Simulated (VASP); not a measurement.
# Cu2O: single point with HSE06

The system is Cu2O.

```
CELL_PARAMETERS angstrom
4.11870 0.00000 0.00000
0.00000 4.11870 0.00000
0.00000 0.00000 4.11870
ATOMIC_POSITIONS crystal
Cu 0.25000 0.25000 0.75000
Cu 0.75000 0.25000 0.25000
Cu 0.25000 0.75000 0.25000
Cu 0.75000 0.75000 0.75000
O 0.50000 0.50000 0.50000
O 0.00000 0.00000 0.00000
```

This cell differs from its parent crystal: strain -3.0%.

```
Program             : VASP 6.6.1
Task                : single point
Functional          : HSE06
Potentials or basis : VASP PAW PBE potentials, release 64 (Cu, O)
Cutoff              : 520 eV
k mesh              : 4 × 4 × 4
Occupations         : gaussian, width 0.01 eV
Spin                : no spin polarisation
```

| Item | Value |
| --- | --- |
| Pressure | 18.7 GPa |
| Band gap on the k mesh | 2.09 eV |

Levels at points of the mesh, in eV from the valence-band top:
```
           k point  band 25  band 26  band 27  band 28  band 29  band 30  band 31  band 32
(0.00, 0.00, 0.00)    -2.56     0.00     0.00     0.00     2.09     2.09     2.33    10.70
(0.50, 0.00, 0.00)    -1.96    -1.96    -0.39    -0.39     4.10     4.10     5.58     5.58
(0.50, 0.50, 0.00)    -1.99    -1.99    -0.82    -0.82     3.40     3.40     5.71     5.71
(0.50, 0.50, 0.50)    -1.00    -0.88    -0.88    -0.88     3.64     3.64     3.64     7.18
```

Wall time 24 min on 4 MPI ranks on Intel(R) Xeon(R) Platinum 8259CL CPU @ 2.50GHz (Skylake/Cascade Lake) (shared host), peak memory 0.31 GiB a rank.

Caveat: the cell differs from its parent crystal (strain -3.0%); the cell stands under pressure; the PAW data sets were made with another functional, which shifts forces and pressure a little.
